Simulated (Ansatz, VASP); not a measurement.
# Ba: VASP beside Ansatz

```xyz
3
Lattice="7.3871 0.0000 0.0000 -3.6936 6.3974 0.0000 0.0000 0.0000 4.3873" Properties=species:S:1:pos:R:3 pbc="T T T"
Ba    3.6936    6.3974    0.0000
Ba    0.0000    4.2649    2.1936
Ba    3.6936    2.1325    2.1936
```

Alike in both runs: task single point; functional PBE; k mesh 7 × 7 × 10; occupations fermi-dirac, width 0.1 eV; no spin polarisation.

```csv
,VASP,Ansatz
version,VASP 6.6.1,Ansatz 0.2.0
potentials or method,"VASP PAW PBE potentials, release 64 (Ba_sv), cutoff 520 eV","plane waves (420 eV) with PAW, scalar-relativistic"
valence electrons in the cell,30,30
```

Ansatz gave:

* pressure (GPa): -0.6

Q: Estimate VASP's values.

A: Pressure (GPa): -0.5.

The functional is the same, so the differences come from potentials, cutoffs and numerics.

Spin-orbit coupling is off throughout.
